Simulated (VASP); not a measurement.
# CuO (F-43m) in VASP: further runs, part 2 of 2

VASP 6.6.1.

## Step 4: Relaxation of cell and atoms, RPBE

INCAR

```
PREC = Accurate
ENCUT = 600
EDIFF = 1E-7
ISMEAR = -1
SIGMA = 0.05
LREAL = False
LASPH = True
NELM = 100
ALGO = Normal
ISIF = 3
LWAVE = False
LCHARG = False
GGA = RP
IBRION = 2
NSW = 60
EDIFFG = -0.01
```

KPOINTS

```
regular mesh
0
Gamma
  10 10 10
```

POSCAR

```
CuO
1.0
    0.0000000000      2.3272527300      2.3272527300
    2.3272527300      0.0000000000      2.3272527300
    2.3272527300      2.3272527300      0.0000000000
Cu O
1 1
Direct
    0.0000000000      0.0000000000      0.0000000000
    0.2500000000      0.2500000000      0.2500000000
```

Potentials or basis: VASP PAW PBE potentials, release 64 (Cu, O).

Command:

```console
$ cat potpaw_PBE.64/Cu/POTCAR potpaw_PBE.64/O/POTCAR > POTCAR
$ mpirun -np 1 vasp_std > vasp.out
```

OUTCAR:

```text
PREC = Accurate
   ENCUT = 600
   EDIFF = 1E-7
   ISMEAR = -1
   LREAL = False
   LASPH = True
   NELM = 100
   ISIF = 3
   GGA = RP
   IBRION = 2
   NSW = 60
   EDIFFG = -0.01

 ion  position               nearest neighbor table
   1  0.000  0.000  0.000-   2 2.02   2 2.02   2 2.02   2 2.02
   2  0.250  0.250  0.250-   1 2.02   1 2.02   1 2.02   1 2.02

  LATTYP: Found a face centered cubic cell.
 ALAT       =     4.6545054600

  Lattice vectors:

 A1 = (   0.0000000000,   2.3272527300,   2.3272527300)
 A2 = (   2.3272527300,   0.0000000000,   2.3272527300)
 A3 = (   2.3272527300,   2.3272527300,   0.0000000000)

Analysis of symmetry for initial positions (statically):
=====================================================================
 Subroutine PRICEL returns:
 Original cell was already a primitive cell.

 Routine SETGRP: Setting up the symmetry group for a
 face centered cubic supercell.

 Subroutine GETGRP returns: Found 24 space group operations
 (whereof 24 operations were pure point group operations)
 out of a pool of 48 trial point group operations.

The static configuration has the point symmetry T_d .

Analysis of symmetry for dynamics (positions and initial velocities):
[... 169 lines left out ...]
  in kB      -47.8453705    -47.8453705    -47.8453705      0.0000000      0.0000000      0.0000000
  external PRESSURE =     -47.8453705 kB  Pullay stress =       0.0000000 kB
[... 59 lines left out ...]
--------------------------------------- Ionic step        3  -------------------------------------------

 number of electron      17.0000001 magnetization

 Free energy of the ion-electron system (eV)
  ---------------------------------------------------
  ext. energy  EPLUGINS =         0.00000000
  ---------------------------------------------------
  free energy    TOTEN  =        -8.74055997 eV

  energy without entropy =       -8.71768729  energy(sigma->0) =       -8.72912363

 E-fermi :   3.7313     XC(G=0): -10.5601

 val. band max:        3.7217239379   @ k =   0.5000   0.0000   0.0000
 cond. band min:       3.7353780295   @ k =   0.3000   0.2000   0.0000
 fundamental gap:      0.0136540915
 Fermi energy:         3.7312608558

 k-point     1 :       0.0000    0.0000    0.0000
  band No.  band energies     occupation
      1     -14.9471      2.00000
      2      -0.8929      2.00000
      3      -0.8929      2.00000
      4      -0.8929      2.00000
      5       1.7996      2.00000
      6       1.7996      2.00000
      7       4.4887      0.00000
      8       4.4887      0.00000
      9       4.4887      0.00000
     10       4.7541      0.00000
     11      17.9526      0.00000
     12      17.9526      0.00000
[... 331 lines left out ...]
 k-point    24 :       0.4000    0.3000    0.0000
  band No.  band energies     occupation
      1     -14.3399      2.00000
      2      -1.8723      2.00000
      3      -0.4716      2.00000
      4      -0.4257      2.00000
      5       1.5543      2.00000
      6       1.9607      2.00000
      7       2.6786      2.00000
      8       3.1338      1.99999
      9       3.1931      1.99996
     10       9.0760      0.00000
     11      13.9506      0.00000
     12      15.6483      0.00000

 [... further k-points ...]
[... 5 lines left out ...]
  --------------------------------------------------------------------------------------
  -------------------------------------------------------------------------------------
  Total        0.0001302      0.0001302      0.0001302      0.0000000     -0.0000000      0.0000000
  in kB        0.0086487      0.0086487      0.0086487      0.0000000     -0.0000000      0.0000000
  external PRESSURE =       0.0086487 kB  Pullay stress =       0.0000000 kB
[... 17 lines left out ...]
  FREE ENERGIE OF THE ION-ELECTRON SYSTEM (eV)
  ---------------------------------------------------
  free  energy   TOTEN  =        -8.7405599663 eV

  energy  without entropy=       -8.7176872925  energy(sigma->0) =       -8.72912363

 reached required accuracy - stopping structural energy minimisation
```

CONTCAR:

```text
CuO
   1.00000000000000
     0.0000000000000000    2.2931614916533758    2.2931614916533758
     2.2931614916533758    0.0000000000000000    2.2931614916533758
     2.2931614916533758    2.2931614916533758    0.0000000000000000
  Cu              O
     1     1
Direct
     0.0000000000000000    0.0000000000000000    0.0000000000000000
     0.2500000000000000    0.2500000000000000    0.2500000000000000

  0.00000000E+00  0.00000000E+00  0.00000000E+00
  0.00000000E+00  0.00000000E+00  0.00000000E+00
```

It took 35 s on 1 thread of AMD EPYC 9R45 (Zen 5), shared host; peak memory 0.14 GiB.

Results:

- Free energy: -8.7406 eV
- Relaxed volume: 12.06 Å³/atom
- Relaxed cell: a = 3.243 Å, b = 3.243 Å, c = 3.243 Å, α = 60.00°, β = 60.00°, γ = 60.00°
- Space group after relaxing (to 0.05 Å): F-43m (No. 216)
- Energy gained by relaxing: 8.5 meV/atom
- Ionic steps: 3
- Pressure after relaxing: 0.0 GPa

Step by step:
| step | energy change (eV) | largest force (eV/Å) | pressure (GPa) | volume (Å³) |
| --- | --- | --- | --- | --- |
| 1 | 0.0000 | 0.0000 | -4.78 | 25.21 |
| 2 | -0.0159 | 0.0000 | 1.32 | 23.86 |
| 3 | -0.0170 | 0.0000 | 0.00 | 24.12 |

Final structure:
```xyz
2
Lattice="0.0000 2.2932 2.2932 2.2932 0.0000 2.2932 2.2932 2.2932 0.0000" Properties=species:S:1:pos:R:3 pbc="T T T"
Cu    0.0000    0.0000    0.0000
O     1.1466    1.1466    1.1466
```

Caveat: the PAW data sets were made with another functional, which shifts forces and pressure a little; an odd number of electrons without spin polarisation forces a metal; a magnetic or distorted state may lie lower; semilocal functionals often make such compounds metallic where correlation or magnetic order opens a gap, which also shifts bond lengths. With open d or f shells a metallic result of RPBE can be an artefact of self-interaction; +U or a hybrid may open a gap.

## Step 5: Overview

```tsv
task	level	U	cell	cutoff (eV)	gap on the mesh (eV)	pressure (GPa)	relaxed volume (Å³/atom)
single point	PBEsol+U	Cu d U = 4.5 eV	as given	520	none	-16.4	-
relaxation of cell and atoms	PBE+D3(BJ)	-	relaxed	600	none	0.0	11.33
relaxation of cell and atoms	RPBE	-	relaxed	600	none	0.0	12.06
```

Alike in all rows: potentials or basis VASP PAW PBE potentials, release 64 (Cu, O); no spin polarisation; k mesh 10 × 10 × 10; smearing fermi-dirac 0.05 eV.

Caveats: an odd number of electrons without spin polarisation forces a metal; a magnetic or distorted state may lie lower; the PAW data sets were made with another functional, which shifts forces and pressure a little (some runs); semilocal functionals often make such compounds metallic where correlation or magnetic order opens a gap, which also shifts bond lengths (some runs); U without spin polarisation on a metal has little footing (some runs); pairwise dispersion overbinds metals, which lowers pressure and volume (some runs).

Total energies depend on the potentials used, so only differences within one code and one set of settings carry meaning.
